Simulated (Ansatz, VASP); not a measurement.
**Ni: VASP beside Ansatz**

```
CELL_PARAMETERS angstrom
2.44802 0.00000 0.00000
-1.22401 2.12005 0.00000
0.00000 0.00000 4.07281
ATOMIC_POSITIONS crystal
Ni 0.66667 0.33333 0.75000
Ni 0.33333 0.66667 0.25000
```

Alike in both runs: task single point; functional PBE; k mesh 12 × 12 × 7; occupations gaussian, width 0.022 eV; collinear spin.

|  | VASP | Ansatz |
| --- | --- | --- |
| version | VASP 6.6.1 | Ansatz 0.2.0 |
| potentials or method | VASP PAW PBE potentials, release 64 (Ni) | Ansatz PAW |
| plane-wave cutoff (eV) | 520 | 420 |
| valence electrons in the cell | 20 | 36 |

VASP gave:

| Item | Value |
| --- | --- |
| gap on the k mesh at the Fermi level (eV) | none |
| pressure (GPa) | 6.9 |
| traceless stress, the component that is largest in VASP (GPa) | -2.32 |
| net moment per atom (μB) | 0.63 |
| size of the moment on the site where the two differ most (μB) | 0.64 |

Problem. Which values does Ansatz return?

Solution. gap on the k mesh at the Fermi level (eV): none; pressure (GPa): 7.3; traceless stress, the component that is largest in VASP (GPa): -2.51; net moment per atom (μB): 0.67; size of the moment on the site where the two differ most (μB): 0.71.

Site moments also hang on the region over which each program counts them. A gap of «none» marks a metal or a gap that the smearing closes. With one functional, cell and mesh, what is left measures potentials, basis and numerics. VASP's potentials hold 20 valence electrons a cell and Ansatz's 36, so a difference there can come from the potentials and not from the codes.
